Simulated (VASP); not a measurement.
# Ta (Im-3m) in VASP: single point with PBE

Aim: the single point of Ta with PBE.

Program: VASP 6.6.1. These are calculated values, not measurements. Logs are shortened: lines on timing, memory, paths and dates and some standing lists are left out, and cuts for length are marked.

## (1) The cell of the first run

The structure is cubic, space group Im-3m (No. 229). Conventional cell: a = 3.319 Å, b = 3.319 Å, c = 3.319 Å, α = 90.00°, β = 90.00°, γ = 90.00°. Within 3.8 Å of Ta (site symmetry m-3m) lie 14 Ta at 2.87 to 3.32 Å.

## (2) Single point, PBE

Contents of INCAR:

```
SYSTEM = Ta
PREC     = Accurate       ! precision mode
ENCUT    = 520            ! plane-wave cutoff, eV
EDIFF    = 1E-6           ! SCF threshold, eV
ISMEAR   = 0              ! smearing method
SIGMA    = 0.05           ! smearing width, eV
LREAL    = .False.        ! projectors in reciprocal space
LASPH    = .True.         ! aspherical terms in the spheres
NELM     = 60             ! most SCF steps
ALGO     = Normal         ! electronic algorithm
ISIF     = 2              ! what is computed and relaxed
LWAVE    = .False.        ! write WAVECAR
LCHARG   = .True.         ! write CHGCAR
GGA      = PE             ! functional
LELF     = .True.         ! ELF
LVHAR    = .True.       
NBANDS   = 12             ! bands
```

Contents of KPOINTS:

```
Automatic mesh
0
Gamma
  18 18 18
  0 0 0
```

Contents of POSCAR:

```
Ta
1.0
   -1.6594642716      1.6594642716      1.6594642716
    1.6594642716     -1.6594642716      1.6594642716
    1.6594642716      1.6594642716     -1.6594642716
Ta
1
Direct
    0.0000000000      0.0000000000      0.0000000000
```

Potentials or basis: VASP PAW PBE potentials, release 64 (Ta_pv).

The run is started by

```bash
cat potpaw_PBE.64/Ta_pv/POTCAR > POTCAR
mpirun -np 1 vasp_std > vasp.out
```

OUTCAR:

```text
SYSTEM = Ta
   PREC = Accurate
   ENCUT = 520
   EDIFF = 1E-6
   ISMEAR = 0
   LREAL = .False.
   LASPH = .True.
   NELM = 60
   ISIF = 2
   GGA = PE

 ion  position               nearest neighbor table
   1  0.000  0.000  0.000-

  LATTYP: Found a body centered cubic cell.
 ALAT       =     3.3189285432

  Lattice vectors:

 A1 = (  -1.6594642716,   1.6594642716,   1.6594642716)
 A2 = (   1.6594642716,  -1.6594642716,   1.6594642716)
 A3 = (   1.6594642716,   1.6594642716,  -1.6594642716)

Analysis of symmetry for initial positions (statically):
=====================================================================
 Subroutine PRICEL returns:
 Original cell was already a primitive cell.

 Routine SETGRP: Setting up the symmetry group for a
 body centered cubic supercell.

 Subroutine GETGRP returns: Found 48 space group operations
 (whereof 48 operations were pure point group operations)
 out of a pool of 48 trial point group operations.

The static configuration has the point symmetry O_h .

Analysis of symmetry for dynamics (positions and initial velocities):
=====================================================================
 Subroutine PRICEL returns:
 Original cell was already a primitive cell.

 Routine SETGRP: Setting up the symmetry group for a
 body centered cubic supercell.

 Subroutine GETGRP returns: Found 48 space group operations
 (whereof 48 operations were pure point group operations)
 out of a pool of 48 trial point group operations.

The dynamic configuration has the point symmetry O_h .

 Subroutine INISYM returns: Found 48 space group operations
 (whereof 48 operations are pure point group operations),
 and found     1 'primitive' translations

----------------------------------------------------------------------------------------

                                     Primitive cell

  volume of cell :      18.2795

  direct lattice vectors                    reciprocal lattice vectors
    -1.659464272  1.659464272  1.659464272     0.000000000  0.301302058  0.301302058
     1.659464272 -1.659464272  1.659464272     0.301302058  0.000000000  0.301302058
     1.659464272  1.659464272 -1.659464272     0.301302058  0.301302058  0.000000000

  length of vectors
     2.874276432  2.874276432  2.874276432     0.426105457  0.426105457  0.426105457

  position of ions in fractional coordinates (direct lattice)
     0.000000000  0.000000000  0.000000000

  ion indices of the primitive-cell ions
   primitive index   ion index
                 1           1

----------------------------------------------------------------------------------------

 KPOINTS: Automatic mesh

Automatic generation of k-mesh.
 Grid dimensions read from file:
 generate k-points for:   18   18   18

 Generating k-lattice:

  Cartesian coordinates                     Fractional coordinates (reciprocal lattice)
     0.000000000  0.016739003  0.016739003     0.055555556  0.000000000  0.000000000
     0.016739003  0.000000000  0.016739003     0.000000000  0.055555556  0.000000000
     0.016739003  0.016739003  0.000000000     0.000000000  0.000000000  0.055555556

  Length of vectors
     0.023672525  0.023672525  0.023672525

  Shift w.r.t. Gamma in fractional coordinates (k-lattice)
     0.000000000  0.000000000  0.000000000

 Subroutine IBZKPT returns following result:
 ===========================================

 Found    195 irreducible k-points:

 Following reciprocal coordinates:
            Coordinates               Weight
  0.000000  0.000000  0.000000      1.000000
  0.055556  0.000000  0.000000     12.000000
  0.111111  0.000000  0.000000     12.000000
  0.166667  0.000000  0.000000     12.000000
  0.222222  0.000000  0.000000     12.000000
  0.277778  0.000000  0.000000     12.000000
[... 16 lines left out ...]
  0.333333  0.111111  0.000000     48.000000
  0.388889  0.111111  0.000000     48.000000
 [... further k-points ...]
   k-points           NKPTS =    195   k-points in BZ     NKDIM =    195   number of bands    NBANDS=     12
   number of dos      NEDOS =    301   number of ions     NIONS =      1
   total plane-waves  NPLWV =  13824
   dimension x,y,z NGX =    24 NGY =   24 NGZ =   24
   dimension x,y,z NGXF=    48 NGYF=   48 NGZF=   48
   ions per type =               1
   NGX,Y,Z   is equivalent  to a cutoff of  13.88, 13.88, 13.88 a.u.
   NGXF,Y,Z  is equivalent  to a cutoff of  27.76, 27.76, 27.76 a.u.
 SYSTEM =  Ta
   PREC   = accura    normal or accurate (medium, high low for compatibility)
   ISTART =      0    job   : 0-new  1-cont  2-samecut
   ICHARG =      2    charge: 1-file 2-atom 10-const
   ISPIN  =      1    spin polarized calculation?
   LNONCOLLINEAR =      F non collinear calculations
   LSORBIT =      F    spin-orbit coupling
   LASPH  =      T    aspherical Exc in radial PAW
   ENCUT  =  520.0 eV  38.22 Ry    6.18 a.u.   5.34  5.34  5.34*2*pi/ulx,y,z
   NELM   =     60;   NELMIN=  2; NELMDL= -5     # of ELM steps
   EDIFF  = 0.1E-05   stopping-criterion for ELM
   LREAL  =      F    real-space projection
   EDIFFG = 0.1E-04   stopping-criterion for IOM
   NSW    =      0    number of steps for IOM
   IBRION =     -1    ionic relax: 0-MD 1-quasi-New 2-CG
   NFREE  =      0    steps in history (QN), initial steepest desc. (CG)
   ISIF   =      2    stress and relaxation
   ISYM   =      2    0-nonsym 1-usesym 2-fastsym
   POTIM  = 0.5000    time-step for ionic-motion
   TEBEG  =    0.0;   TEEND  =   0.0 temperature during run
   PSTRESS=    0.0 pullay stress
   NELECT =      11.0000    total number of electrons
   NUPDOWN=      -1.0000    fix difference up-down
   EMIN   =  10.00;   EMAX   =-10.00  energy-range for DOS
   EFERMI =   0.00;   METHOD = LEGACY
   ISMEAR =     0;   SIGMA  =   0.05  broadening in eV -4-tet -1-fermi 0-gaus
   EFERMI_NEDOS =   21; number of points for ismear=-14 and -15
   IALGO  =     38    algorithm
   IMIX   =      4    mixing-type and parameters
     AMIX     =   0.40;   BMIX     =  1.00
     AMIX_MAG =   1.60;   BMIX_MAG =  1.00
  volume/ion in A,a.u.               =      18.28       123.36
  Fermi-wavevector in a.u.,A,eV,Ry     =   1.382137  2.611861 25.991253  1.910303
  Thomas-Fermi vector in A             =   2.506856
   LORBIT       =      0    0 simple, 1 ext, 2 COOP (PROOUT), +10 PAW based schemes
   GGA     = PE    functional components
   LHFCALC =     F    Hartree Fock is set to
   AEXX    =    0.0000 exact exchange contribution
   IVDW    =     0    specifies the selected vdW correction
   LEPSILON=     F    determine dielectric tensor
   LRPA    =     F    only Hartree local field effects (RPA)
 non-spin polarized calculation
 Gauss-broadening in eV      SIGMA  =   0.05
  energy-cutoff  :      520.00
  volume of cell :       18.28
 maximum number of plane-waves:       531
 NGX is ok and might be reduce to    24
   NGX = 11   NGY = 11   NGZ = 11

 number of electron      11.0000001 magnetization

 Free energy of the ion-electron system (eV)
  ---------------------------------------------------
  ext. energy  EPLUGINS =         0.00000000
  ---------------------------------------------------
  free energy    TOTEN  =       -11.81409116 eV

  energy without entropy =      -11.81260039  energy(sigma->0) =      -11.81334578

 E-fermi :   5.3855     XC(G=0): -12.5427

 val. band max:        5.3794649958   @ k =   0.3333   0.1667   0.0556
 cond. band min:       5.3938970456   @ k =  -0.2778   0.3889   0.1111
 fundamental gap:      0.0144320498
 Fermi energy:         5.3855421963

 k-point     1 :       0.0000    0.0000    0.0000
  band No.  band energies     occupation
      1     -27.7626      2.00000
      2     -27.7626      2.00000
      3     -27.7626      2.00000
      4      -2.4921      2.00000
      5       6.1018      0.00000
      6       6.1018      0.00000
      7       6.1018      0.00000
      8       9.3228      0.00000
      9       9.3228      0.00000
     10      20.0147      0.00000
     11      20.3082      0.00000
     12      20.3082      0.00000

 k-point     2 :       0.0556    0.0000    0.0000
  band No.  band energies     occupation
      1     -27.7992      2.00000
      2     -27.7739      2.00000
      3     -27.7627      2.00000
      4      -2.3562      2.00000
      5       6.0133      0.00000
      6       6.0770      0.00000
      7       6.2346      0.00000
      8       9.1774      0.00000
      9       9.3230      0.00000
     10      20.0147      0.00000
     11      20.4311      0.00000
     12      20.5470      0.00000

 k-point     3 :       0.1111    0.0000    0.0000
  band No.  band energies     occupation
      1     -27.9035      2.00000
      2     -27.8063      2.00000
      3     -27.7633      2.00000
      4      -1.9620      2.00000
      5       5.7690      0.00000
      6       5.9717      0.00000
      7       6.6287      0.00000
      8       8.8717      0.00000
      9       9.3310      0.00000
     10      20.0143      0.00000
     11      20.7385      0.00000
     12      21.2397      0.00000
[... 286 lines left out ...]
 k-point    23 :       0.3333    0.1111    0.0000
  band No.  band energies     occupation
      1     -28.7347      2.00000
      2     -28.1170      2.00000
      3     -27.8168      2.00000
      4       1.3597      2.00000
      5       4.1164      2.00000
      6       5.4172      0.37029
      7       9.0038      0.00000
      8      10.1547      0.00000
      9      12.1406      0.00000
     10      17.6300      0.00000
     11      18.9844      0.00000
     12      20.0248      0.00000

 k-point    24 :       0.3889    0.1111    0.0000
  band No.  band energies     occupation
      1     -28.8110      2.00000
      2     -28.1549      2.00000
      3     -27.8181      2.00000
      4       1.4390      2.00000
      5       3.9846      2.00000
      6       5.9835      0.00000
      7       9.0687      0.00000
      8      10.3358      0.00000
      9      13.1219      0.00000
     10      16.6495      0.00000
     11      18.2633      0.00000
     12      20.0220      0.00000

 [... further k-points ...]
[... 5 lines left out ...]
  --------------------------------------------------------------------------------------
  -------------------------------------------------------------------------------------
  Total        0.0110535      0.0110535      0.0110535      0.0000000      0.0000000     -0.0000000
  in kB        0.9688269      0.9688269      0.9688269      0.0000000      0.0000000     -0.0000000
  external PRESSURE =       0.9688269 kB  Pullay stress =       0.0000000 kB

 VOLUME and BASIS-vectors are now :
 -----------------------------------------------------------------------------
  energy-cutoff  :      520.00
  volume of cell :       18.28
      direct lattice vectors                 reciprocal lattice vectors
    -1.659464272  1.659464272  1.659464272     0.000000000  0.301302058  0.301302058
     1.659464272 -1.659464272  1.659464272     0.301302058  0.000000000  0.301302058
     1.659464272  1.659464272 -1.659464272     0.301302058  0.301302058  0.000000000

 POSITION                                       TOTAL-FORCE (eV/Angst)
 -----------------------------------------------------------------------------------
      0.00000      0.00000      0.00000        -0.000000     -0.000000      0.000000
 -----------------------------------------------------------------------------------
    total drift:                                0.000000      0.000000      0.000000

  FREE ENERGIE OF THE ION-ELECTRON SYSTEM (eV)
  ---------------------------------------------------
  free  energy   TOTEN  =       -11.8140911622 eV

  energy  without entropy=      -11.8126003905  energy(sigma->0) =      -11.81334578
```

Wall time 42 s (1 thread of Intel Xeon 8259CL, shared host); peak memory 0.17 GiB.

What came out:

| Quantity | Value |
| --- | --- |
| Free energy | -11.8141 eV |
| Pressure | 0.1 GPa |

Caveat: spin-orbit coupling is left out, which moves the levels of the heavy elements.
